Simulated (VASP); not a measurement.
A run of VASP 6.6.1 is set up as follows.

The input POSCAR:

```
Ti
1.0
    0.0000000000      2.0589758972      2.0589758972
    2.0589758972      0.0000000000      2.0589758972
    2.0589758972      2.0589758972      0.0000000000
Ti
1
Direct
    0.0000000000      0.0000000000      0.0000000000
```

File INCAR.step1:

```
SYSTEM = Ti
PREC = Accurate
ENCUT = 520
ISMEAR = 0
SIGMA = 0.05
LREAL = .False.
LASPH = .True.
NELM = 60
NBANDS = 12
GGA = PE
ALGO = Normal
EDIFF = 1E-4
LWAVE = .True.
LCHARG = .False.
```

The input INCAR.step2:

```
SYSTEM = Ti
PREC = Accurate
ENCUT = 520
EDIFF = 1E-6
ISMEAR = 0
SIGMA = 0.05
LREAL = .False.
LASPH = .True.
NELM = 60
ALGO = Normal
ISIF = 2
LWAVE = .False.
LCHARG = .True.
METAGGA = R2SCAN
LMIXTAU = .True.
LELF = .True.
LVHAR = .True.
NBANDS = 12
ISTART = 1
```

File KPOINTS:

```
regular mesh
0
Gamma
  18 18 18
  0 0 0
```

Potentials or basis: VASP PAW PBE potentials, release 64 (Ti_sv).

The run is started by

```sh
$ cat potpaw_PBE.64/Ti_sv/POTCAR > POTCAR
$ cp INCAR.step1 INCAR
$ mpirun -np 1 vasp_std > vasp.out
$ cp INCAR.step2 INCAR
$ mpirun -np 1 vasp_std > vasp.out
```

Question: Estimate the band gap on the k mesh.

Answer: Zero (band 6 reaches 9.17 eV, above the bottom of band 7 at 7.75 eV).

Question: Predict the pressure.

Answer: -0.2 GPa.

Caveat: the PAW data sets were made with another functional, which shifts forces and pressure a little.
